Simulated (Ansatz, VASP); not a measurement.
## Ir in VASP and in Ansatz

INCAR

```
SYSTEM = Ir
PREC = Accurate
ENCUT = 520
EDIFF = 1E-7
ISMEAR = -1
SIGMA = 0.05
LREAL = .FALSE.
LASPH = .TRUE.
NELM = 150
ALGO = Normal
ISIF = 2
LWAVE = .FALSE.
LCHARG = .TRUE.
ISPIN = 2
MAGMOM = 1
LORBIT = 11
LMAXMIX = 4
GGA = PS
LELF = .TRUE.
LVHAR = .TRUE.
NBANDS = 14
```

KPOINTS

```
regular mesh
0
G
  23 23 23
  0 0 0
```

Contents of POSCAR:

```
Ir
1.0
    0.0000000000      1.9407292934      1.9407292934
    1.9407292934      0.0000000000      1.9407292934
    1.9407292934      1.9407292934      0.0000000000
Ir
1
Direct
    0.0000000000      0.0000000000      0.0000000000
```

Input for Ansatz:

```yaml
crystal:
  lattice:
    - [0.0, 1.9407292934, 1.9407292934]
    - [1.9407292934, 0.0, 1.9407292934]
    - [1.9407292934, 1.9407292934, 0.0]
  atoms:
    - { symbol: Ir, position: [0.0, 0.0, 0.0], spin: 1.0 }
hamiltonian:
  xc: pbesol
  pseudopotentials:
    kind: paw
    azcp:
      Ir: "pseudopotentials/Ir.paw.azcp"
basis:
  ecutwfc: 420
  fft_grid_basis: typed
kpoints:
  mp_grid: { grid: [23, 23, 23], shift: [0, 0, 0] }
magnetization:
  spin_polarized: true
scf:
  occupations: { method: fermi_dirac, width: 0.05 }
output:
  stress: true
```

Alike in both runs: task single point; functional PBEsol; k mesh 23 × 23 × 23; occupations fermi-dirac, width 0.05 eV; collinear spin.

```csv
,VASP,Ansatz
version,VASP 6.6.1,Ansatz 0.2.0
potentials or method,"VASP PAW PBE potentials, release 64 (Ir), cutoff 520 eV","plane waves (420 eV) with PAW, scalar-relativistic"
valence electrons in the cell,9,17
```

```tsv
	VASP	Ansatz	Ansatz less VASP
pressure (GPa)	-13.2	-14.0	-0.72
net moment per atom (μB)	0.00	0.00	0.000
```

VASP's potentials were made for PBE, not for PBEsol, and Ansatz warns of the same on its side. VASP's potentials hold 9 valence electrons a cell and Ansatz's 17, so a difference there can come from the potentials and not from the codes. Ansatz's warnings: seeded moment not kept.

Spin-orbit coupling is off throughout.
